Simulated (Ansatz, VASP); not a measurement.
**TiB2 in VASP and in Ansatz**

INCAR

```
SYSTEM = TiB2
ALGO = Normal
EDIFF = 1E-8
ENCUT = 520
GGA = PE
ISIF = 2
ISMEAR = -1
LASPH = .TRUE.
LCHARG = .FALSE.
LEFG = .TRUE.
LREAL = .FALSE.
LWAVE = .FALSE.
NBANDS = 16
NELM = 60
PREC = Accurate
SIGMA = 0.08
```

File KPOINTS:

```
k-points
0
G
  15 15 13
  0 0 0
```

POSCAR

```
TiB2
1.0
    2.9673604788      0.0000000000      0.0000000000
   -1.4836802394      2.5698095569      0.0000000000
    0.0000000000      0.0000000000      3.1624957934
Ti B
1 2
Direct
    0.0000000000      0.0000000000      0.0000000000
    0.3333333333      0.6666666667      0.5000000000
    0.6666666667      0.3333333333      0.5000000000
```

Input for Ansatz:

```yaml
crystal:
  lattice:
    - [2.9673604788, 0.0, 0.0]
    - [-1.4836802394, 2.5698095569, 0.0]
    - [0.0, 0.0, 3.1624957934]
  atoms:
    - { symbol: Ti, position: [0.0, 0.0, 0.0] }
    - { symbol: B, position: [0.3333333333, 0.6666666667, 0.5] }
    - { symbol: B, position: [0.6666666667, 0.3333333333, 0.5] }
kpoints:
  mp_grid: { grid: [15, 15, 13] }
scf:
  occupations: { method: fermi_dirac, width: 0.08 }
hamiltonian:
  xc: pbe
  pseudopotentials: { kind: paw }
output:
  forces: true
  stress: true
  eigenvalues: true
  efg: { contact_densities: true }
  write_density: true
  write_potential: true
  elf: true
  volumetric_format: npy
```

Change from the starting cell: volume scaled by 0.94, PAW files.

Alike in both runs: task electric field gradients; functional PBE; k mesh 15 × 15 × 13; occupations fermi-dirac, width 0.08 eV; no spin polarisation.

```csv
,VASP,Ansatz
version,VASP 6.6.1,Ansatz 0.2.0
potentials or method,"VASP PAW PBE potentials, release 64 (Ti_sv, B)","PAW with Ansatz's default frozen-core files, scalar-relativistic"
plane-wave cutoff (eV),520,420
valence electrons in the cell,18,18
```

Ansatz gave:

| Quantity | Value |
| --- | --- |
| pressure (GPa) | 18.1 |
| traceless stress, the component that is largest in VASP (GPa) | -3.19 |
| size of Vzz on the site where it differs most (V/Å²) | 21.0 |

Q: Which values does VASP return?

A: Pressure (GPa): 18.3; traceless stress, the component that is largest in VASP (GPa): -3.19; size of Vzz on the site where it differs most (V/Å²): 18.7.
